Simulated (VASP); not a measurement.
# Sb (Im-3m) in VASP: settings compared

Aim: see how the results for Sb move with the level of theory and the settings. Levels: HSE06, PBEsol-based screened hybrid with 25 % exact exchange, r2SCAN0. Tasks: single point.

All numbers are computed with VASP 6.6.1; they aren't measurements. Logs are shortened: lines on timing, memory, paths and dates and some standing lists are left out, and cuts for length are marked.

### 1 The cell of the first run

It takes space group Im-3m (No. 229, cubic). The conventional cell has a = 3.726 Å, b = 3.726 Å, c = 3.726 Å, α = 90.00°, β = 90.00°, γ = 90.00°. Within 4.2 Å of Sb (site symmetry m-3m) lie 14 Sb at 3.23 to 3.73 Å.

This isn't the form of Sb at room conditions, which is rhombohedral.

### 2 Single point, HSE06

File POSCAR:

```
Sb
1.0
   -1.8630183174      1.8630183174      1.8630183174
    1.8630183174     -1.8630183174      1.8630183174
    1.8630183174      1.8630183174     -1.8630183174
Sb
1
Direct
    0.0000000000      0.0000000000      0.0000000000
```

File INCAR.step1:

```
SYSTEM = Sb
  PREC = Accurate
  ENCUT = 400
  EDIFF = 1E-5
  ISMEAR = -1
  SIGMA = 0.05
  LREAL = .False.
  LASPH = .True.
  NELM = 120
  ALGO = Normal
  ISIF = 2
  LWAVE = .True.
  LCHARG = .False.
  NBANDS = 14
  GGA = PE
  GGA_COMPAT = .False.
```

File INCAR.step2:

```
SYSTEM = Sb
  PREC = Accurate
  ENCUT = 400
  EDIFF = 1E-6
  ISMEAR = -1
  SIGMA = 0.05
  LREAL = .False.
  LASPH = .True.
  NELM = 120
  ALGO = Normal
  ISIF = 2
  LWAVE = .False.
  LCHARG = .False.
  GGA = PE
  LHFCALC = .True.
  HFSCREEN = 0.2079
  PRECFOCK = Normal
  NBANDS = 14
  ISTART = 1
  GGA_COMPAT = .False.
```

File KPOINTS:

```
regular mesh
0
Gamma
  5 5 5
  0 0 0
```

Potentials or basis: VASP PAW PBE potentials, release 64 (Sb_d_GW).

Started as:

```bash
$ cat potpaw_PBE.64/Sb_d_GW/POTCAR > POTCAR
$ cp INCAR.step1 INCAR
$ mpirun -np 1 vasp_std > vasp.out
$ cp INCAR.step2 INCAR
$ mpirun -np 1 vasp_std > vasp.out
```

OUTCAR:

```text
SYSTEM = Sb
   PREC = Accurate
   ENCUT = 400
   EDIFF = 1E-6
   ISMEAR = -1
   LREAL = .False.
   LASPH = .True.
   NELM = 120
   ISIF = 2
   GGA = PE
   LHFCALC = .True.
   HFSCREEN = 0.2079
   PRECFOCK = Normal
   ISTART = 1

 ion  position               nearest neighbor table
   1  0.000  0.000  0.000-

  LATTYP: Found a body centered cubic cell.
 ALAT       =     3.7260366348

  Lattice vectors:

 A1 = (  -1.8630183174,   1.8630183174,   1.8630183174)
 A2 = (   1.8630183174,  -1.8630183174,   1.8630183174)
 A3 = (   1.8630183174,   1.8630183174,  -1.8630183174)

Analysis of symmetry for initial positions (statically):
=====================================================================
 Subroutine PRICEL returns:
 Original cell was already a primitive cell.

 Routine SETGRP: Setting up the symmetry group for a
 body centered cubic supercell.

 Subroutine GETGRP returns: Found 48 space group operations
 (whereof 48 operations were pure point group operations)
 out of a pool of 48 trial point group operations.

The static configuration has the point symmetry O_h .

Analysis of symmetry for dynamics (positions and initial velocities):
=====================================================================
 Subroutine PRICEL returns:
 Original cell was already a primitive cell.

 Routine SETGRP: Setting up the symmetry group for a
 body centered cubic supercell.

 Subroutine GETGRP returns: Found 48 space group operations
 (whereof 48 operations were pure point group operations)
 out of a pool of 48 trial point group operations.

The dynamic configuration has the point symmetry O_h .

 Subroutine INISYM returns: Found 48 space group operations
 (whereof 48 operations are pure point group operations),
 and found     1 'primitive' translations

----------------------------------------------------------------------------------------

                                     Primitive cell

  volume of cell :      25.8649

  direct lattice vectors                    reciprocal lattice vectors
    -1.863018317  1.863018317  1.863018317     0.000000000  0.268381688  0.268381688
     1.863018317 -1.863018317  1.863018317     0.268381688  0.000000000  0.268381688
     1.863018317  1.863018317 -1.863018317     0.268381688  0.268381688  0.000000000

  length of vectors
     3.226842381  3.226842381  3.226842381     0.379549022  0.379549022  0.379549022
[... 78 lines left out ...]
   EFERMI =   0.00;   METHOD = LEGACY
   ISMEAR =    -1;   SIGMA  =   0.05  broadening in eV -4-tet -1-fermi 0-gaus
   EFERMI_NEDOS =   21; number of points for ismear=-14 and -15
   IALGO  =     38    algorithm
   IMIX   =      1    mixing-type and parameters
     AMIX     =   0.40;   BMIX     =  1.00
     AMIX_MAG =   1.60;   BMIX_MAG =  1.00
  volume/ion in A,a.u.               =      25.86       174.55
  Fermi-wavevector in a.u.,A,eV,Ry     =   1.365216  2.579885 25.358750  1.863816
  Thomas-Fermi vector in A             =   2.491464
   LORBIT       =      0    0 simple, 1 ext, 2 COOP (PROOUT), +10 PAW based schemes
   GGA     = PE    functional components
   LHFCALC =     T    Hartree Fock is set to
   PRECFOCK=normal    Normal, Fast or Accurate (Low or Medium for compatibility)
   ENCUT4O =  -1.0   cutoff for four orbital integrals eV
   NKREDX  =     1    reduce k-point grid by
   NKREDY  =     1    reduce k-point grid by
   NKREDZ  =     1    reduce k-point grid by
   AEXX    =    0.2500 exact exchange contribution
   HFSCREEN=    0.2079 screening length (either q_TF or 0.3 A-1)
   HFSCREENC=   0.2079 screening length for correlation (either q_TF or 0.3 A-1)
   ENCUTFOCK=  -1.0 apply spherical cutoff to Coloumb kernel
   IVDW    =     0    specifies the selected vdW correction
   LEPSILON=     F    determine dielectric tensor
   LRPA    =     F    only Hartree local field effects (RPA)
 non-spin polarized calculation
  energy-cutoff  :      400.00
  volume of cell :       25.86
 maximum number of plane-waves:       477
 NGX is ok and might be reduce to    24
  NGX = 16; NGY = 16; NGZ = 16

 number of electron      14.9999983 magnetization

 Free energy of the ion-electron system (eV)
  ---------------------------------------------------
  ext. energy  EPLUGINS =         0.00000000
  ---------------------------------------------------
  free energy    TOTEN  =        -4.59469490 eV

  energy without entropy =       -4.56883275  energy(sigma->0) =       -4.58176382

 E-fermi :   6.7639     XC(G=0):  -8.9542

 val. band max:        6.7575498310   @ k =   0.2000   0.2000   0.0000
 cond. band min:       6.7917157243   @ k =  -0.4000   0.4000   0.2000
 fundamental gap:      0.0341658933
 Fermi energy:         6.7638713326

 k-point     1 :       0.0000    0.0000    0.0000
  band No.  band energies     occupation
      1     -25.2302      2.00000
      2     -25.2302      2.00000
      3     -25.2302      2.00000
      4     -25.1397      2.00000
      5     -25.1397      2.00000
      6      -8.0698      2.00000
      7      13.1983      0.00000
      8      13.1983      0.00000
      9      13.1983      0.00000
     10      18.9280      0.00000
     11      18.9280      0.00000
     12      18.9281      0.00000
     13      19.2170      0.00000
     14      19.2170      0.00000
[... 139 lines left out ...]
      1     -25.2234      2.00000
      2     -25.2151      2.00000
      3     -25.1175      2.00000
      4     -25.1175      2.00000
      5     -25.1146      2.00000
      6      -0.9187      2.00000
      7       4.5407      2.00000
      8       4.7833      2.00000
      9       4.7833      2.00000
     10      10.2587      0.00000
     11      12.5532      0.00000
     12      23.7088      0.00000
     13      24.7863      0.00000
     14      24.7863      0.00000

------------------------ aborting loop because EDIFF is reached ----------------------------------------

  FORCE on cell =-STRESS in cart. coord.  units (eV):
  Direction    XX          YY          ZZ          XY          YZ          ZX
  --------------------------------------------------------------------------------------
  -------------------------------------------------------------------------------------
  Total       -0.0857762     -0.0857762     -0.0857762     -0.0000000     -0.0000000      0.0000000
  in kB       -5.3133192     -5.3133192     -5.3133192     -0.0000000     -0.0000000      0.0000000
  external PRESSURE =      -5.3133192 kB  Pullay stress =       0.0000000 kB

 VOLUME and BASIS-vectors are now :
 -----------------------------------------------------------------------------
  energy-cutoff  :      400.00
  volume of cell :       25.86
      direct lattice vectors                 reciprocal lattice vectors
    -1.863018317  1.863018317  1.863018317     0.000000000  0.268381688  0.268381688
     1.863018317 -1.863018317  1.863018317     0.268381688  0.000000000  0.268381688
     1.863018317  1.863018317 -1.863018317     0.268381688  0.268381688  0.000000000

 POSITION                                       TOTAL-FORCE (eV/Angst)
 -----------------------------------------------------------------------------------
      0.00000      0.00000      0.00000        -0.000000      0.000000     -0.000000
 -----------------------------------------------------------------------------------
    total drift:                                0.000000     -0.000002     -0.000000

  FREE ENERGIE OF THE ION-ELECTRON SYSTEM (eV)
  ---------------------------------------------------
  free  energy   TOTEN  =        -4.5946949038 eV

  energy  without entropy=       -4.5688327457  energy(sigma->0) =       -4.58176382
```

OSZICAR.step1:

```text
N       E                     dE             d eps       ncg     rms          rms(c)
DAV:   1     0.756405099226E+02    0.75641E+02   -0.46105E+03   366   0.880E+03
DAV:   2     0.175317105560E+01   -0.73887E+02   -0.70747E+02   462   0.749E+02
DAV:   3    -0.382480067540E+01   -0.55780E+01   -0.55714E+01   406   0.102E+02
DAV:   4    -0.388374753169E+01   -0.58947E-01   -0.58922E-01   380   0.773E+00
DAV:   5    -0.388733592848E+01   -0.35884E-02   -0.35883E-02   416   0.191E+00    0.312E+00
DAV:   6    -0.388271865274E+01    0.46173E-02   -0.49474E-03   374   0.557E+00    0.186E+00
DAV:   7    -0.388143577692E+01    0.12829E-02   -0.51676E-03   416   0.403E+00    0.867E-02
DAV:   8    -0.388142737866E+01    0.83983E-05   -0.93807E-04   444   0.185E+00    0.278E-02
DAV:   9    -0.388143201235E+01   -0.46337E-05   -0.58426E-06   278   0.966E-02
   1 F= -.38814320E+01 E0= -.38685188E+01  d E =-.258263E-01
```

It took 94 s on 1 thread of Intel Xeon 6975P-C (Granite Rapids), shared host; peak memory 0.24 GiB.

Results:

| Quantity | Value |
| --- | --- |
| Free energy | -4.5947 eV |
| Pressure | -0.5 GPa |
| Band gap on the k mesh | zero (an odd number of electrons rules out a gap without spin polarisation) |

Levels at points of the mesh, in eV from the Fermi level:
```
           k point  band 4  band 5  band 6  band 7  band 8  band 9  band 10  band 11
(0.00, 0.00, 0.00)  -31.90  -31.90  -14.83    6.43    6.43    6.43    12.16    12.16
```

Caveat: the k points lie up to 0.48 Å⁻¹ apart, too coarse for converged energies and pressures of a metal; the PAW data sets were made with another functional, which shifts forces and pressure a little; spin-orbit coupling is left out, which moves the levels of the heavy elements; an odd number of electrons without spin polarisation forces a metal; a magnetic or distorted state may lie lower.

### 3 Single point, PBEsol-based screened hybrid with 25 % exact exchange

This run uses another cell than the first one, of 25.16 Å³/atom.

File POSCAR:

```
Sb
1.0
   -1.8459011266      1.8459011266      1.8459011266
    1.8459011266     -1.8459011266      1.8459011266
    1.8459011266      1.8459011266     -1.8459011266
Sb
1
Direct
    0.0000000000      0.0000000000      0.0000000000
```

File INCAR.step1:

```
PREC = Accurate ; ENCUT = 400
EDIFF = 1E-5 ; ISMEAR = -1
SIGMA = 0.05 ; LREAL = F
LASPH = T ; NELM = 120
ALGO = Normal ; ISIF = 2
LWAVE = T ; LCHARG = F
GGA = PE ; NBANDS = 14
GGA_COMPAT = F
```

File INCAR.step2:

```
PREC = Accurate ; ENCUT = 400
EDIFF = 1E-6 ; ISMEAR = -1
SIGMA = 0.05 ; LREAL = F
LASPH = T ; NELM = 120
ALGO = Normal ; ISIF = 2
LWAVE = F ; LCHARG = F
GGA = PS ; LHFCALC = T
AEXX = 0.25 ; HFSCREEN = 0.207
PRECFOCK = Normal ; ISTART = 1
NBANDS = 14 ; GGA_COMPAT = F
```

File KPOINTS:

```
regular mesh
0
Gamma
  5 5 5
```

Potentials or basis: VASP PAW PBE potentials, release 64 (Sb_d_GW).

Started as:

```bash
$ cat potpaw_PBE.64/Sb_d_GW/POTCAR > POTCAR
$ cp INCAR.step1 INCAR
$ mpirun -np 1 vasp_std > vasp.out
$ cp INCAR.step2 INCAR
$ mpirun -np 1 vasp_std > vasp.out
```

OUTCAR:

```text
PREC = Accurate
   ENCUT = 400
   EDIFF = 1E-6
   ISMEAR = -1
   LREAL = F
   LASPH = T
   NELM = 120
   ISIF = 2
   GGA = PS
   LHFCALC = T
   AEXX = 0.25
   HFSCREEN = 0.207
   PRECFOCK = Normal
   ISTART = 1

 ion  position               nearest neighbor table
   1  0.000  0.000  0.000-

  LATTYP: Found a body centered cubic cell.
 ALAT       =     3.6918022532

  Lattice vectors:

 A1 = (  -1.8459011266,   1.8459011266,   1.8459011266)
 A2 = (   1.8459011266,  -1.8459011266,   1.8459011266)
 A3 = (   1.8459011266,   1.8459011266,  -1.8459011266)

Analysis of symmetry for initial positions (statically):
=====================================================================
 Subroutine PRICEL returns:
 Original cell was already a primitive cell.

 Routine SETGRP: Setting up the symmetry group for a
 body centered cubic supercell.

 Subroutine GETGRP returns: Found 48 space group operations
 (whereof 48 operations were pure point group operations)
 out of a pool of 48 trial point group operations.

The static configuration has the point symmetry O_h .

Analysis of symmetry for dynamics (positions and initial velocities):
=====================================================================
 Subroutine PRICEL returns:
 Original cell was already a primitive cell.

 Routine SETGRP: Setting up the symmetry group for a
 body centered cubic supercell.

 Subroutine GETGRP returns: Found 48 space group operations
 (whereof 48 operations were pure point group operations)
 out of a pool of 48 trial point group operations.

The dynamic configuration has the point symmetry O_h .

 Subroutine INISYM returns: Found 48 space group operations
 (whereof 48 operations are pure point group operations),
 and found     1 'primitive' translations

----------------------------------------------------------------------------------------
[... 109 lines left out ...]
   HFSCREEN=    0.2070 screening length (either q_TF or 0.3 A-1)
   HFSCREENC=   0.2070 screening length for correlation (either q_TF or 0.3 A-1)
   ENCUTFOCK=  -1.0 apply spherical cutoff to Coloumb kernel
   IVDW    =     0    specifies the selected vdW correction
   LEPSILON=     F    determine dielectric tensor
   LRPA    =     F    only Hartree local field effects (RPA)
 non-spin polarized calculation
  energy-cutoff  :      400.00
  volume of cell :       25.16
 maximum number of plane-waves:       468
 NGX is ok and might be reduce to    24
  NGX = 16; NGY = 16; NGZ = 16

 number of electron      14.9999993 magnetization

 Free energy of the ion-electron system (eV)
  ---------------------------------------------------
  ext. energy  EPLUGINS =         0.00000000
  ---------------------------------------------------
  free energy    TOTEN  =        -4.91604601 eV

  energy without entropy =       -4.89201340  energy(sigma->0) =       -4.90402971

 E-fermi :   6.9593     XC(G=0):  -9.1347

 val. band max:        6.9346094717   @ k =   0.2000   0.2000   0.0000
 cond. band min:       7.0077734070   @ k =  -0.4000   0.4000   0.2000
 fundamental gap:      0.0731639354
 Fermi energy:         6.9592819557

 k-point     1 :       0.0000    0.0000    0.0000
  band No.  band energies     occupation
      1     -24.9615      2.00000
      2     -24.9615      2.00000
      3     -24.9615      2.00000
      4     -24.8608      2.00000
      5     -24.8608      2.00000
      6      -8.1269      2.00000
      7      13.6170      0.00000
      8      13.6170      0.00000
      9      13.6170      0.00000
     10      19.3398      0.00000
     11      19.3398      0.00000
     12      19.3412      0.00000
     13      19.4692      0.00000
     14      19.4692      0.00000
[... 139 lines left out ...]
      1     -24.9541      2.00000
      2     -24.9449      2.00000
      3     -24.8370      2.00000
      4     -24.8370      2.00000
      5     -24.8337      2.00000
      6      -0.7446      2.00000
      7       4.7511      2.00000
      8       4.9442      2.00000
      9       4.9442      2.00000
     10      10.4287      0.00000
     11      12.7954      0.00000
     12      24.0871      0.00000
     13      25.2789      0.00000
     14      25.2789      0.00000

------------------------ aborting loop because EDIFF is reached ----------------------------------------

  FORCE on cell =-STRESS in cart. coord.  units (eV):
  Direction    XX          YY          ZZ          XY          YZ          ZX
  --------------------------------------------------------------------------------------
  -------------------------------------------------------------------------------------
  Total       -0.0784703     -0.0784703     -0.0784703      0.0000000      0.0000000      0.0000000
  in kB       -4.9972457     -4.9972457     -4.9972457      0.0000000      0.0000000      0.0000000
  external PRESSURE =      -4.9972457 kB  Pullay stress =       0.0000000 kB

 VOLUME and BASIS-vectors are now :
 -----------------------------------------------------------------------------
  energy-cutoff  :      400.00
  volume of cell :       25.16
      direct lattice vectors                 reciprocal lattice vectors
    -1.845901127  1.845901127  1.845901127     0.000000000  0.270870413  0.270870413
     1.845901127 -1.845901127  1.845901127     0.270870413  0.000000000  0.270870413
     1.845901127  1.845901127 -1.845901127     0.270870413  0.270870413  0.000000000

 POSITION                                       TOTAL-FORCE (eV/Angst)
 -----------------------------------------------------------------------------------
      0.00000      0.00000      0.00000         0.000000     -0.000000      0.000000
 -----------------------------------------------------------------------------------
    total drift:                               -0.000001     -0.000001      0.000000

  FREE ENERGIE OF THE ION-ELECTRON SYSTEM (eV)
  ---------------------------------------------------
  free  energy   TOTEN  =        -4.9160460143 eV

  energy  without entropy=       -4.8920134028  energy(sigma->0) =       -4.90402971
```

OUTCAR.step1:

```text
PREC = Accurate
   ENCUT = 400
   EDIFF = 1E-5
   ISMEAR = -1
   LREAL = F
[... 369 lines left out ...]

 POSITION                                       TOTAL-FORCE (eV/Angst)
 -----------------------------------------------------------------------------------
      0.00000      0.00000      0.00000         0.000000     -0.000000     -0.000000
 -----------------------------------------------------------------------------------
    total drift:                               -0.000000      0.000000      0.000000

  FREE ENERGIE OF THE ION-ELECTRON SYSTEM (eV)
  ---------------------------------------------------
  free  energy   TOTEN  =        -3.8666036481 eV

  energy  without entropy=       -3.8419167940  energy(sigma->0) =       -3.85426022
```

OSZICAR.step1:

```text
N       E                     dE             d eps       ncg     rms          rms(c)
DAV:   1     0.792823123546E+02    0.79282E+02   -0.42720E+03   370   0.907E+03
DAV:   2     0.217211558907E+01   -0.77110E+02   -0.74747E+02   464   0.705E+02
DAV:   3    -0.379197219674E+01   -0.59641E+01   -0.59518E+01   402   0.951E+01
DAV:   4    -0.386877006254E+01   -0.76798E-01   -0.76783E-01   368   0.882E+00
DAV:   5    -0.387283105843E+01   -0.40610E-02   -0.40609E-02   412   0.195E+00    0.340E+00
DAV:   6    -0.386806509508E+01    0.47660E-02   -0.46650E-03   380   0.553E+00    0.203E+00
DAV:   7    -0.386661299237E+01    0.14521E-02   -0.50125E-03   392   0.408E+00    0.867E-02
DAV:   8    -0.386659991789E+01    0.13074E-04   -0.89470E-04   432   0.183E+00    0.267E-02
DAV:   9    -0.386660364810E+01   -0.37302E-05   -0.53479E-06   284   0.960E-02
   1 F= -.38666036E+01 E0= -.38542602E+01  d E =-.246869E-01
```

Run time: 5.5 min. Hardware: 1 thread of Intel Xeon Platinum 8259CL at 2.50GHz (Skylake/Cascade Lake), shared host; peak memory 0.24 GiB.

Results:

```yaml
Free_energy: -4.9160 eV
Pressure: -0.5 GPa
Band_gap_on_the_k_mesh: zero (an odd number of electrons rules out a gap without spin polarisation)
```

Caveat: the k points lie up to 0.48 Å⁻¹ apart, too coarse for converged energies and pressures of a metal; the PAW data sets were made with another functional, which shifts forces and pressure a little; spin-orbit coupling is left out, which moves the levels of the heavy elements; an odd number of electrons without spin polarisation forces a metal; a magnetic or distorted state may lie lower.

(Continued in part 2 of 2.)

The gap in the log of VASP goes by the Fermi energy; the results here count the filled bands.